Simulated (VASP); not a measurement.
Here is a VASP 6.6.1 calculation.

File POSCAR:

```
W
1.0
   -1.6060175114      1.6060175114      1.6060175114
    1.6060175114     -1.6060175114      1.6060175114
    1.6060175114      1.6060175114     -1.6060175114
W
1
Direct
    0.0000000000      0.0000000000      0.0000000000
```

INCAR.step1

```
SYSTEM = W
ALGO     = Normal         ! electronic algorithm
EDIFF    = 1E-4           ! SCF threshold, eV
ENCUT    = 520            ! plane-wave cutoff, eV
GGA      = PE             ! functional
ISMEAR   = -1             ! smearing method
LASPH    = .True.         ! aspherical terms in the spheres
LCHARG   = .False.        ! write CHGCAR
LREAL    = .False.        ! projectors in reciprocal space
LWAVE    = .True.         ! write WAVECAR
NBANDS   = 13             ! bands
NELM     = 60             ! most SCF steps
PREC     = Accurate       ! precision mode
SIGMA    = 0.03           ! smearing width, eV
```

INCAR.step2

```
SYSTEM = W
ALGO     = Normal         ! electronic algorithm
EDIFF    = 1E-8           ! SCF threshold, eV
ENCUT    = 520            ! plane-wave cutoff, eV
ISIF     = 2              ! what is computed and relaxed
ISMEAR   = -1             ! smearing method
ISTART   = 1            
LASPH    = .True.         ! aspherical terms in the spheres
LCHARG   = .False.        ! write CHGCAR
LEFG     = .True.       
LMIXTAU  = .True.       
LREAL    = .False.        ! projectors in reciprocal space
LWAVE    = .False.        ! write WAVECAR
METAGGA  = R2SCAN         ! meta-GGA
NBANDS   = 13             ! bands
NELM     = 60             ! most SCF steps
PREC     = Accurate       ! precision mode
SIGMA    = 0.03           ! smearing width, eV
```

The input KPOINTS:

```
k-points
0
Gamma
  16 16 16
  0 0 0
```

Potentials or basis: VASP PAW PBE potentials, release 64 (W_sv).

The run is started by

```console
$ cat potpaw_PBE.64/W_sv/POTCAR > POTCAR
$ cp INCAR.step1 INCAR
$ mpirun -np 1 vasp_std > vasp.out
$ cp INCAR.step2 INCAR
$ mpirun -np 1 vasp_std > vasp.out
```

Predict the band gap on the k mesh.

zero (band 7 reaches 15.67 eV, above the bottom of band 8 at 9.44 eV).

Estimate the pressure.

-10.7 GPa.

Caveat: without QUAD_EFG the Cq values of the log hold for a quadrupole moment of 1 mb, not for the nuclei; the PAW data sets were made with another functional, which shifts forces and pressure a little; spin-orbit coupling is left out, which moves the levels of the heavy elements.
